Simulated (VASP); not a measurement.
# Zn in VASP: single point with PBE+D3(BJ)

Aim: the single point of Zn with PBE+D3(BJ).

Everything below comes from runs of VASP 6.6.1. Logs are shortened: lines on timing, memory, paths and dates and some standing lists are left out, and cuts for length are marked.

### Step 1. The cell of the first run

The cell holds a molecule in a box, 1 atom: a = 15.000 Å, b = 15.500 Å, c = 16.000 Å, α = 90.00°, β = 90.00°, γ = 90.00°.

### Step 2. Single point, PBE+D3(BJ)

Contents of INCAR:

```
PREC = Accurate
ENCUT = 520
EDIFF = 1E-6
ISMEAR = 0
SIGMA = 0.005
LREAL = F
LASPH = T
NELM = 80
ALGO = Normal
ISIF = 2
LWAVE = F
LCHARG = F
GGA = PE
IVDW = 12
ISYM = 0
NBANDS = 12
```

Contents of KPOINTS:

```
regular mesh
0
Gamma
  1 1 1
```

Contents of POSCAR:

```
Zn
1.0
   15.0000000000      0.0000000000      0.0000000000
    0.0000000000     15.5000000000      0.0000000000
    0.0000000000      0.0000000000     16.0000000000
Zn
1
Direct
    0.5000000000      0.5000000000      0.5000000000
```

Potentials or basis: VASP PAW PBE potentials, release 64 (Zn).

Launch:

```sh
$ cat potpaw_PBE.64/Zn/POTCAR > POTCAR
$ mpirun -np 1 vasp_gam > vasp.out
```

OUTCAR:

```text
PREC = Accurate
   ENCUT = 520
   EDIFF = 1E-6
   ISMEAR = 0
   LREAL = F
   LASPH = T
   NELM = 80
   ISIF = 2
   GGA = PE
   IVDW = 12
   ISYM = 0
 IVDW          = 12

 ion  position               nearest neighbor table
   1  0.500  0.500  0.500-

IMPORTANT INFORMATION: All symmetrisations will be switched off!
NOSYMM: (Re-)initialisation of all symmetry stuff for point group C_1.

----------------------------------------------------------------------------------------

                                     Primitive cell

  volume of cell :    3720.0000

  direct lattice vectors                    reciprocal lattice vectors
    15.000000000  0.000000000  0.000000000     0.066666667  0.000000000  0.000000000
     0.000000000 15.500000000  0.000000000     0.000000000  0.064516129  0.000000000
     0.000000000  0.000000000 16.000000000     0.000000000  0.000000000  0.062500000

  length of vectors
    15.000000000 15.500000000 16.000000000     0.066666667  0.064516129  0.062500000

  position of ions in fractional coordinates (direct lattice)
     0.500000000  0.500000000  0.500000000

  ion indices of the primitive-cell ions
   primitive index   ion index
                 1           1

----------------------------------------------------------------------------------------

 KPOINTS: regular mesh

Automatic generation of k-mesh.
 Grid dimensions read from file:
 generate k-points for:    1    1    1

 Generating k-lattice:

  Cartesian coordinates                     Fractional coordinates (reciprocal lattice)
     0.066666667  0.000000000  0.000000000     1.000000000  0.000000000  0.000000000
     0.000000000  0.064516129  0.000000000     0.000000000  1.000000000  0.000000000
     0.000000000  0.000000000  0.062500000     0.000000000  0.000000000  1.000000000

  Length of vectors
     0.066666667  0.064516129  0.062500000

  Shift w.r.t. Gamma in fractional coordinates (k-lattice)
     0.000000000  0.000000000  0.000000000

 Subroutine IBZKPT returns following result:
 ===========================================

 Found      1 irreducible k-points:

 Following reciprocal coordinates:
            Coordinates               Weight
  0.000000  0.000000  0.000000      1.000000
   k-points           NKPTS =      1   k-points in BZ     NKDIM =      1   number of bands    NBANDS=     12
   number of dos      NEDOS =    301   number of ions     NIONS =      1
   total plane-waves  NPLWV = ******
   dimension x,y,z NGX =   112 NGY =  120 NGZ =  120
   dimension x,y,z NGXF=   224 NGYF=  240 NGZF=  240
   ions per type =               1
   NGX,Y,Z   is equivalent  to a cutoff of  12.41, 12.87, 12.47 a.u.
   NGXF,Y,Z  is equivalent  to a cutoff of  24.83, 25.74, 24.94 a.u.
 SYSTEM =  unknown system
   PREC   = accura    normal or accurate (medium, high low for compatibility)
   ISTART =      0    job   : 0-new  1-cont  2-samecut
   ICHARG =      2    charge: 1-file 2-atom 10-const
   ISPIN  =      1    spin polarized calculation?
   LNONCOLLINEAR =      F non collinear calculations
   LSORBIT =      F    spin-orbit coupling
   LASPH  =      T    aspherical Exc in radial PAW
   ENCUT  =  520.0 eV  38.22 Ry    6.18 a.u.  27.89 28.82 29.75*2*pi/ulx,y,z
   NELM   =     80;   NELMIN=  2; NELMDL= -5     # of ELM steps
   EDIFF  = 0.1E-05   stopping-criterion for ELM
   LREAL  =      F    real-space projection
   EDIFFG = 0.1E-04   stopping-criterion for IOM
   NSW    =      0    number of steps for IOM
   IBRION =     -1    ionic relax: 0-MD 1-quasi-New 2-CG
   NFREE  =      0    steps in history (QN), initial steepest desc. (CG)
   ISIF   =      2    stress and relaxation
   ISYM   =      0    0-nonsym 1-usesym 2-fastsym
   POTIM  = 0.5000    time-step for ionic-motion
   TEBEG  =    0.0;   TEEND  =   0.0 temperature during run
   PSTRESS=    0.0 pullay stress
   NELECT =      12.0000    total number of electrons
   NUPDOWN=      -1.0000    fix difference up-down
   EMIN   =  10.00;   EMAX   =-10.00  energy-range for DOS
   EFERMI =   0.00;   METHOD = LEGACY
   ISMEAR =     0;   SIGMA  =   0.01  broadening in eV -4-tet -1-fermi 0-gaus
   EFERMI_NEDOS =   21; number of points for ismear=-14 and -15
   IALGO  =     38    algorithm
   IMIX   =      4    mixing-type and parameters
     AMIX     =   0.40;   BMIX     =  1.00
     AMIX_MAG =   1.60;   BMIX_MAG =  1.00
  volume/ion in A,a.u.               =    3720.00     25103.80
  Fermi-wavevector in a.u.,A,eV,Ry     =   0.241892  0.457109  0.796098  0.058512
  Thomas-Fermi vector in A             =   1.048732
   LORBIT       =      0    0 simple, 1 ext, 2 COOP (PROOUT), +10 PAW based schemes
   GGA     = PE    functional components
   LHFCALC =     F    Hartree Fock is set to
   AEXX    =    0.0000 exact exchange contribution
   IVDW    =    12    specifies the selected vdW correction
   LEPSILON=     F    determine dielectric tensor
   LRPA    =     F    only Hartree local field effects (RPA)
 non-spin polarized calculation
 Gauss-broadening in eV      SIGMA  =   0.01
  energy-cutoff  :      520.00
  volume of cell :     3720.00
 maximum number of plane-waves:     50071
 NGX is ok and might be reduce to   112
   NGX = 55   NGY = 57   NGZ = 59

 number of electron      12.0000015 magnetization

 Free energy of the ion-electron system (eV)
  ---------------------------------------------------
  ext. energy  EPLUGINS =         0.00000000
  ---------------------------------------------------
  free energy    TOTEN  =        -0.01110723 eV

  energy without entropy =       -0.01110723  energy(sigma->0) =       -0.01110723

 E-fermi :  -5.9022     XC(G=0):  -0.2541

 val. band max:       -5.9478288483   @ k =   0.0000   0.0000   0.0000
 cond. band min:      -1.0829124958   @ k =   0.0000   0.0000   0.0000
 fundamental gap:      4.8649163525
 Fermi energy:        -5.9021754314

 k-point     1 :       0.0000    0.0000    0.0000
  band No.  band energies     occupation
      1     -10.1054      2.00000
      2     -10.1054      2.00000
      3     -10.1054      2.00000
      4     -10.1054      2.00000
      5     -10.1053      2.00000
      6      -5.9478      2.00000
      7      -1.0829      0.00000
      8      -1.0825      0.00000
      9      -1.0818      0.00000
     10      -0.1123      0.00000
     11       0.4933      0.00000
     12       0.5469      0.00000

------------------------ aborting loop because EDIFF is reached ----------------------------------------

 Edisp (eV)   -0.00007

 E8    (eV) :    -0.0000

  FORCE on cell =-STRESS in cart. coord.  units (eV):
  Direction    XX          YY          ZZ          XY          YZ          ZX
  --------------------------------------------------------------------------------------
  -------------------------------------------------------------------------------------
  Total      -0.00084     0.00081     0.00005    -0.00000     0.00000    -0.00000
  in kB      -0.00036     0.00035     0.00002    -0.00000     0.00000    -0.00000
  external pressure =        0.00 kB  Pullay stress =        0.00 kB

 VOLUME and BASIS-vectors are now :
 -----------------------------------------------------------------------------
  energy-cutoff  :      520.00
  volume of cell :     3720.00
      direct lattice vectors                 reciprocal lattice vectors
    15.000000000  0.000000000  0.000000000     0.066666667  0.000000000  0.000000000
     0.000000000 15.500000000  0.000000000     0.000000000  0.064516129  0.000000000
     0.000000000  0.000000000 16.000000000     0.000000000  0.000000000  0.062500000

 POSITION                                       TOTAL-FORCE (eV/Angst)
 -----------------------------------------------------------------------------------
      7.50000      7.75000      8.00000        -0.000000     -0.000000     -0.000000
 -----------------------------------------------------------------------------------
    total drift:                               -0.000000     -0.000000     -0.000000

  FREE ENERGIE OF THE ION-ELECTRON SYSTEM (eV)
  ---------------------------------------------------
  free  energy   TOTEN  =        -0.0111723249 eV

  energy  without entropy=       -0.0111723249  energy(sigma->0) =       -0.01117232
```

Run time: 2.2 min. Hardware: 1 thread of AMD EPYC 7R13, shared host; peak memory 1.9 GiB.

What came out:

```yaml
Free_energy: -0.0112 eV
Gap_between_the_frontier_levels: 4.86 eV
Dispersion_energy_per_atom: 0.000 eV
```

Levels at points of the mesh, in eV from the valence-band top:
```
           k point  band 3  band 4  band 5  band 6  band 7  band 8  band 9  band 10
(0.00, 0.00, 0.00)   -4.16   -4.16   -4.16    0.00    4.86    4.87    4.87     5.84
```
